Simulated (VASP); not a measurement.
# AlN (F-43m) in VASP: notebook, part 2 of 3

VASP 6.6.1. The steps go on from the part before.

**3. Dielectric tensor, r2SCAN (strain +2.0%)**

Contents of INCAR:

```
PREC = Accurate
ENCUT = 520
EDIFF = 1E-8
ISMEAR = 0
SIGMA = 0.01
LREAL = F
LASPH = T
NELM = 60
ALGO = Normal
ISIF = 2
LWAVE = F
LCHARG = F
METAGGA = R2SCAN
LMIXTAU = T
LCALCEPS = T
```

Contents of KPOINTS:

```
Automatic mesh
0
Gamma
  8 8 8
```

Contents of POSCAR:

```
AlN
1.0
    0.0000000000      2.2285739407      2.2285739407
    2.2285739407      0.0000000000      2.2285739407
    2.2285739407      2.2285739407      0.0000000000
Al N
1 1
Direct
    0.0000000000      0.0000000000      0.0000000000
    0.2500000000      0.2500000000      0.2500000000
```

Potentials or basis: VASP PAW PBE potentials, release 64 (Al, N).

On the command line:

```console
$ cat potpaw_PBE.64/Al/POTCAR potpaw_PBE.64/N/POTCAR > POTCAR
$ mpirun -np 1 vasp_std > vasp.out
```

OUTCAR:

```text
PREC = Accurate
   ENCUT = 520
   EDIFF = 1E-8
   ISMEAR = 0
   LREAL = F
   LASPH = T
   NELM = 60
   ISIF = 2
   METAGGA = R2SCAN

 ion  position               nearest neighbor table
   1  0.000  0.000  0.000-   2 1.93   2 1.93   2 1.93   2 1.93
   2  0.250  0.250  0.250-   1 1.93   1 1.93   1 1.93   1 1.93

  LATTYP: Found a face centered cubic cell.
 ALAT       =     4.4571478814

  Lattice vectors:

 A1 = (   0.0000000000,   2.2285739407,   2.2285739407)
 A2 = (   2.2285739407,   0.0000000000,   2.2285739407)
 A3 = (   2.2285739407,   2.2285739407,   0.0000000000)

Analysis of symmetry for initial positions (statically):
=====================================================================
 Subroutine PRICEL returns:
 Original cell was already a primitive cell.

 Routine SETGRP: Setting up the symmetry group for a
 face centered cubic supercell.

 Subroutine GETGRP returns: Found 24 space group operations
 (whereof 24 operations were pure point group operations)
 out of a pool of 48 trial point group operations.

The static configuration has the point symmetry T_d .

Analysis of symmetry for dynamics (positions and initial velocities):
=====================================================================
 Subroutine PRICEL returns:
 Original cell was already a primitive cell.

 Routine SETGRP: Setting up the symmetry group for a
 face centered cubic supercell.

 Subroutine GETGRP returns: Found 24 space group operations
 (whereof 24 operations were pure point group operations)
 out of a pool of 48 trial point group operations.

[... 409 lines left out ...]
 k-point    24 :      -0.3750    0.2500    0.1250
  band No.  band energies     occupation
      1      -8.1264      2.00000
      2       0.1865      2.00000
      3       2.9772      2.00000
      4       4.0572      2.00000
      5   10000.0000      0.00000
      6   10000.0000      0.00000
      7   10000.0000      0.00000
      8   10000.0000      0.00000

 [... further k-points ...]

------------------------ aborting loop because EDIFF is reached ----------------------------------------

            Ionic dipole moment: p[ion]=(     5.57143     5.57143     5.57143 ) |e| Angst

 Total electronic dipole moment: p[elc]=(     0.00061     0.00061     0.00470 ) |e| Angst

 MACROSCOPIC STATIC DIELECTRIC TENSOR (including local field effects)
 ------------------------------------------------------
           4.345842     0.000000    -0.000000
           0.000000     4.345842     0.000000
          -0.000000     0.000000     4.345842
 ------------------------------------------------------

 PIEZOELECTRIC TENSOR (including local field effects) (e Angst)
          XX          YY          ZZ          XY          YZ          ZX
  --------------------------------------------------------------------------------
  x    -0.00000     0.00000     0.00000     0.00000    -0.85390     0.00000
  y     0.00000    -0.00000     0.00000     0.00000     0.00000    -0.85390
  z    -0.00000    -0.00000    -0.00000    -0.85390     0.00000     0.00000

 PIEZOELECTRIC TENSOR (including local field effects) (C/m^2)
          XX          YY          ZZ          XY          YZ          ZX
  --------------------------------------------------------------------------------
  x    -0.00000     0.00000     0.00000     0.00000    -0.61802     0.00000
  y     0.00000    -0.00000     0.00000     0.00000     0.00000    -0.61802
  z    -0.00000    -0.00000    -0.00000    -0.61802     0.00000     0.00000

 BORN EFFECTIVE CHARGES (including local field effects) (in |e|, cummulative output)
 ---------------------------------------------------------------------------------
 ion    1
    1     2.52940     0.00000     0.00000
    2     0.00000     2.52940     0.00000
    3    -0.00000     0.00000     2.52940
 ion    2
    1    -2.52940     0.00000     0.00000
    2    -0.00000    -2.52940    -0.00000
    3     0.00000    -0.00000    -2.52940

  FORCE on cell =-STRESS in cart. coord.  units (eV):
  Direction    XX          YY          ZZ          XY          YZ          ZX
  --------------------------------------------------------------------------------------
  -------------------------------------------------------------------------------------
  Total       -1.5929785     -1.5929785     -1.5929785      0.0000000     -0.0000000      0.0000000
  in kB     -115.2947011   -115.2947011   -115.2947011      0.0000000     -0.0000000      0.0000000
  external PRESSURE =    -115.2947011 kB  Pullay stress =       0.0000000 kB

 VOLUME and BASIS-vectors are now :
 -----------------------------------------------------------------------------
  energy-cutoff  :      520.00
  volume of cell :       22.14
      direct lattice vectors                 reciprocal lattice vectors
     0.000000000  2.228573941  2.228573941    -0.224358721  0.224358721  0.224358721
     2.228573941  0.000000000  2.228573941     0.224358721 -0.224358721  0.224358721
     2.228573941  2.228573941  0.000000000     0.224358721  0.224358721 -0.224358721

 POSITION                                       TOTAL-FORCE (eV/Angst)
 -----------------------------------------------------------------------------------
      0.00000      0.00000      0.00000        -0.000000     -0.000000     -0.000000
      1.11429      1.11429      1.11429         0.000000      0.000000      0.000000
 -----------------------------------------------------------------------------------
    total drift:                                0.000003      0.000003      0.000003

  FREE ENERGIE OF THE ION-ELECTRON SYSTEM (eV)
  ---------------------------------------------------
  free  energy   TOTEN  =       -19.1311597295 eV

  energy  without entropy=      -19.1311597295  energy(sigma->0) =      -19.13115973
```

stdout:

```text
POSCAR found type information on POSCAR AlN
 POSCAR found :  2 types and       2 ions
 scaLAPACK will be used
 -----------------------------------------------------------------------------
|                                                                             |
|                                                                             |
[... 93 lines left out ...]
dp_tot=( -0.138E-07 -0.556E-07  0.409E-02 )  diag[e(oo)]=(    ---      ---    4.34671 )
 p_tot=(  0.557E+01  0.557E+01  0.558E+01 )
dp_tot=( -0.156E-07 -0.573E-07  0.410E-02 )  diag[e(oo)]=(    ---      ---    4.34775 )
 final diagonalization full
 p_tot=(  0.557E+01  0.557E+01  0.558E+01 )
dp_tot=( -0.174E-07 -0.591E-07  0.409E-02 )  diag[e(oo)]=(    ---      ---    4.34578 )
```

It took 7.5 min on 1 thread of Intel Xeon Platinum 8559C (Emerald Rapids), shared host; peak memory 0.25 GiB.

What came out:

```yaml
Band_gap_on_the_k_mesh: 3.88 eV, indirect (least direct gap 4.34 eV)
Electronic_dielectric_tensor_diagonal: 4.35
Born_charges_mean_of_the_diagonal: Al +2.53; N -2.53 e
```

Electronic dielectric tensor:
```
4.35 0.00 0.00
0.00 4.35 0.00
0.00 0.00 4.35
```

Born effective charge tensors (e):
atom 1, Al
```
2.53 0.00 0.00
0.00 2.53 0.00
0.00 0.00 2.53
```
atom 2, N
```
-2.53  0.00  0.00
 0.00 -2.53  0.00
 0.00  0.00 -2.53
```

Dipole moments of the cell (e·Å, modulo the quantum): ionic 5.571, 5.571, 5.571; electronic 0.001, 0.001, 0.005

Caveat: the cell differs from its parent crystal (strain +2.0%); the PAW data sets were made with another functional, which shifts forces and pressure a little. A k mesh can miss the band edges.

**4. Dielectric tensor, r2SCAN (strain +3.0%)**

Contents of INCAR:

```
PREC = Accurate ; ENCUT = 520
EDIFF = 1E-8 ; ISMEAR = 0
SIGMA = 0.01 ; LREAL = False
LASPH = True ; NELM = 100
ALGO = Normal ; ISIF = 2
LWAVE = False ; LCHARG = False
METAGGA = R2SCAN ; LMIXTAU = True
LCALCEPS = True
```

KPOINTS is that of step 3.

Contents of POSCAR:

```
AlN
1.0
    0.0000000000      2.2504227048      2.2504227048
    2.2504227048      0.0000000000      2.2504227048
    2.2504227048      2.2504227048      0.0000000000
Al N
1 1
Direct
    0.0000000000      0.0000000000      0.0000000000
    0.2500000000      0.2500000000      0.2500000000
```

Potentials or basis: VASP PAW PBE potentials, release 64 (Al, N).

On the command line:

```console
$ cat potpaw_PBE.64/Al/POTCAR potpaw_PBE.64/N/POTCAR > POTCAR
$ mpirun -np 1 vasp_std > vasp.out
```

OUTCAR:

```text
PREC = Accurate
   ENCUT = 520
   EDIFF = 1E-8
   ISMEAR = 0
   LREAL = False
   LASPH = True
   NELM = 100
   ISIF = 2
   METAGGA = R2SCAN

 ion  position               nearest neighbor table
   1  0.000  0.000  0.000-   2 1.95   2 1.95   2 1.95   2 1.95
   2  0.250  0.250  0.250-   1 1.95   1 1.95   1 1.95   1 1.95

  LATTYP: Found a face centered cubic cell.
 ALAT       =     4.5008454096

  Lattice vectors:

 A1 = (   0.0000000000,   2.2504227048,   2.2504227048)
 A2 = (   2.2504227048,   0.0000000000,   2.2504227048)
 A3 = (   2.2504227048,   2.2504227048,   0.0000000000)

Analysis of symmetry for initial positions (statically):
=====================================================================
 Subroutine PRICEL returns:
 Original cell was already a primitive cell.

 Routine SETGRP: Setting up the symmetry group for a
 face centered cubic supercell.

 Subroutine GETGRP returns: Found 24 space group operations
 (whereof 24 operations were pure point group operations)
 out of a pool of 48 trial point group operations.

The static configuration has the point symmetry T_d .

Analysis of symmetry for dynamics (positions and initial velocities):
=====================================================================
 Subroutine PRICEL returns:
 Original cell was already a primitive cell.

 Routine SETGRP: Setting up the symmetry group for a
 face centered cubic supercell.

 Subroutine GETGRP returns: Found 24 space group operations
 (whereof 24 operations were pure point group operations)
 out of a pool of 48 trial point group operations.

The dynamic configuration has the point symmetry T_d .

 Subroutine INISYM returns: Found 24 space group operations
 (whereof 24 operations are pure point group operations),
 and found     1 'primitive' translations

----------------------------------------------------------------------------------------

                                     Primitive cell

  volume of cell :      22.7941

  direct lattice vectors                    reciprocal lattice vectors
     0.000000000  2.250422705  2.250422705    -0.222180481  0.222180481  0.222180481
     2.250422705  0.000000000  2.250422705     0.222180481 -0.222180481  0.222180481
     2.250422705  2.250422705  0.000000000     0.222180481  0.222180481 -0.222180481

  length of vectors
     3.182578310  3.182578310  3.182578310     0.384827882  0.384827882  0.384827882

  position of ions in fractional coordinates (direct lattice)
     0.000000000  0.000000000  0.000000000
     0.250000000  0.250000000  0.250000000

  ion indices of the primitive-cell ions
   primitive index   ion index
                 1           1
                 2           2

----------------------------------------------------------------------------------------

 KPOINTS: Automatic mesh

Automatic generation of k-mesh.
 Grid dimensions read from file:
 generate k-points for:    8    8    8

[... 75 lines left out ...]
   NUPDOWN=      -1.0000    fix difference up-down
   EMIN   =  10.00;   EMAX   =-10.00  energy-range for DOS
   EFERMI =   0.00;   METHOD = LEGACY
   ISMEAR =     0;   SIGMA  =   0.01  broadening in eV -4-tet -1-fermi 0-gaus
   EFERMI_NEDOS =   21; number of points for ismear=-14 and -15
   IALGO  =     38    algorithm
   IMIX   =      4    mixing-type and parameters
     AMIX     =   0.40;   BMIX     =  1.00
     AMIX_MAG =   1.60;   BMIX_MAG =  1.00
  volume/ion in A,a.u.               =      11.40        76.91
  Fermi-wavevector in a.u.,A,eV,Ry     =   1.154775  2.182208 18.143443  1.333505
  Thomas-Fermi vector in A             =   2.291409
   LORBIT       =      0    0 simple, 1 ext, 2 COOP (PROOUT), +10 PAW based schemes
   METAGGA = R2SCAN    functional components
   LHFCALC =     F    Hartree Fock is set to
   AEXX    =    0.0000 exact exchange contribution
   IVDW    =     0    specifies the selected vdW correction
   LEPSILON=     F    determine dielectric tensor
   LRPA    =     F    only Hartree local field effects (RPA)
   LRPA       =     F
 non-spin polarized calculation
 Gauss-broadening in eV      SIGMA  =   0.01
  energy-cutoff  :      520.00
  volume of cell :       22.79
 maximum number of plane-waves:       636
   NGX = 11   NGY = 11   NGZ = 11

 number of electron       8.0000002 magnetization

 Free energy of the ion-electron system (eV)
  ---------------------------------------------------
  ext. energy  EPLUGINS =         0.00000000
  ---------------------------------------------------
  free energy    TOTEN  =       -19.07463982 eV

  energy without entropy =      -19.07463982  energy(sigma->0) =      -19.07463982

 E-fermi :   4.9360     XC(G=0): -11.0184

 val. band max:        4.8864465055   @ k =   0.0000   0.0000   0.0000
 cond. band min:   10000.0000000000   @ k =   0.0000   0.0000   0.0000
 fundamental gap:   9995.1135534945
 Fermi energy:         4.9359731406

 k-point     1 :       0.0000    0.0000    0.0000
  band No.  band energies     occupation
      1     -10.3525      2.00000
      2       4.8862      2.00000
      3       4.8864      2.00000
      4       4.8864      2.00000
      5   10000.0000      0.00000
      6   10000.0000      0.00000
      7   10000.0000      0.00000
      8   10000.0000      0.00000
[... 243 lines left out ...]
 k-point    24 :      -0.3750    0.2500    0.1250
  band No.  band energies     occupation
      1      -8.3151      2.00000
      2       0.0294      2.00000
      3       2.7563      2.00000
      4       3.8197      2.00000
      5   10000.0000      0.00000
      6   10000.0000      0.00000
      7   10000.0000      0.00000
      8   10000.0000      0.00000

 [... further k-points ...]

------------------------ aborting loop because EDIFF is reached ----------------------------------------

            Ionic dipole moment: p[ion]=(     5.62606     5.62606     5.62606 ) |e| Angst

 Total electronic dipole moment: p[elc]=(     0.00085     0.00085     0.00514 ) |e| Angst

 MACROSCOPIC STATIC DIELECTRIC TENSOR (including local field effects)
 ------------------------------------------------------
           4.404881     0.000000     0.000000
          -0.000000     4.404881     0.000000
           0.000000    -0.000000     4.404881
 ------------------------------------------------------

 PIEZOELECTRIC TENSOR (including local field effects) (e Angst)
          XX          YY          ZZ          XY          YZ          ZX
  --------------------------------------------------------------------------------
  x    -0.00000     0.00000     0.00000    -0.00000    -0.89494     0.00000
  y    -0.00000    -0.00000    -0.00000     0.00000     0.00000    -0.89494
  z    -0.00000    -0.00000    -0.00000    -0.89494     0.00000    -0.00000

 PIEZOELECTRIC TENSOR (including local field effects) (C/m^2)
          XX          YY          ZZ          XY          YZ          ZX
  --------------------------------------------------------------------------------
  x    -0.00000     0.00000     0.00000    -0.00000    -0.62905     0.00000
  y    -0.00000    -0.00000    -0.00000     0.00000     0.00000    -0.62905
  z    -0.00000    -0.00000    -0.00000    -0.62905     0.00000    -0.00000

 BORN EFFECTIVE CHARGES (including local field effects) (in |e|, cummulative output)
 ---------------------------------------------------------------------------------
 ion    1
    1     2.53483     0.00000    -0.00000
    2    -0.00000     2.53483    -0.00000
    3    -0.00000     0.00000     2.53483
 ion    2
    1    -2.53483    -0.00000     0.00000
    2     0.00000    -2.53483     0.00000
    3     0.00000    -0.00000    -2.53483

  FORCE on cell =-STRESS in cart. coord.  units (eV):
  Direction    XX          YY          ZZ          XY          YZ          ZX
  --------------------------------------------------------------------------------------
  -------------------------------------------------------------------------------------
  Total       -2.2899124     -2.2899124     -2.2899124     -0.0000000     -0.0000000     -0.0000000
  in kB     -160.9559912   -160.9559912   -160.9559912     -0.0000000     -0.0000000     -0.0000000
  external PRESSURE =    -160.9559912 kB  Pullay stress =       0.0000000 kB

 VOLUME and BASIS-vectors are now :
 -----------------------------------------------------------------------------
  energy-cutoff  :      520.00
  volume of cell :       22.79
      direct lattice vectors                 reciprocal lattice vectors
     0.000000000  2.250422705  2.250422705    -0.222180481  0.222180481  0.222180481
     2.250422705  0.000000000  2.250422705     0.222180481 -0.222180481  0.222180481
     2.250422705  2.250422705  0.000000000     0.222180481  0.222180481 -0.222180481

 POSITION                                       TOTAL-FORCE (eV/Angst)
 -----------------------------------------------------------------------------------
      0.00000      0.00000      0.00000        -0.000000      0.000000      0.000000
      1.12521      1.12521      1.12521         0.000000     -0.000000     -0.000000
 -----------------------------------------------------------------------------------
    total drift:                                0.000005      0.000005      0.000005

  FREE ENERGIE OF THE ION-ELECTRON SYSTEM (eV)
  ---------------------------------------------------
  free  energy   TOTEN  =       -19.0746398181 eV

  energy  without entropy=      -19.0746398181  energy(sigma->0) =      -19.07463982
```

stdout:

```text
POSCAR found type information on POSCAR AlN
 POSCAR found :  2 types and       2 ions
 scaLAPACK will be used
 -----------------------------------------------------------------------------
|                                                                             |
[... 92 lines left out ...]
dp_tot=(  0.725E-07  0.386E-07  0.429E-02 )  diag[e(oo)]=(    ---      ---    4.40909 )
 p_tot=(  0.563E+01  0.563E+01  0.563E+01 )
dp_tot=(  0.711E-07  0.374E-07  0.429E-02 )  diag[e(oo)]=(    ---      ---    4.40760 )
 p_tot=(  0.563E+01  0.563E+01  0.563E+01 )
dp_tot=(  0.693E-07  0.357E-07  0.429E-02 )  diag[e(oo)]=(    ---      ---    4.40778 )
 final diagonalization full
 p_tot=(  0.563E+01  0.563E+01  0.563E+01 )
dp_tot=(  0.675E-07  0.341E-07  0.429E-02 )  diag[e(oo)]=(    ---      ---    4.40484 )
```

Wall time 7.5 min (1 thread of Intel Xeon Platinum 8559C (Emerald Rapids), shared host); peak memory 0.25 GiB.

Results:

* Band gap on the k mesh: 3.86 eV, indirect (least direct gap 4.08 eV)
* Electronic dielectric tensor (diagonal): 4.40
* Born charges (mean of the diagonal): Al +2.53; N -2.53 e

Levels at points of the mesh, in eV from the valence-band top:
```csv
k point,band 1,band 2,band 3,band 4,band 5,band 6,band 7,band 8
"(0.00, 0.00, 0.00)",-15.24,0.00,0.00,0.00,4.08,12.62,12.62,12.62
"(0.50, 0.00, 0.00)",-13.48,-5.53,-0.48,-0.48,7.37,10.17,11.37,11.37
"(0.50, 0.50, 0.00)",-12.93,-4.68,-1.71,-1.71,3.86,8.90,13.97,15.81
```

Electronic dielectric tensor:
```
4.40 0.00 0.00
0.00 4.40 0.00
0.00 0.00 4.40
```

Born effective charge tensors (e):
atom 1, Al
```
2.53 0.00 0.00
0.00 2.53 0.00
0.00 0.00 2.53
```
atom 2, N
```
-2.53  0.00  0.00
 0.00 -2.53  0.00
 0.00  0.00 -2.53
```

Dipole moments of the cell (e·Å, modulo the quantum): ionic 5.626, 5.626, 5.626; electronic 0.001, 0.001, 0.005

Caveat: the cell differs from its parent crystal (strain +3.0%); the PAW data sets were made with another functional, which shifts forces and pressure a little. A k mesh can miss the band edges.

(Part 2 of 3 ends here.)
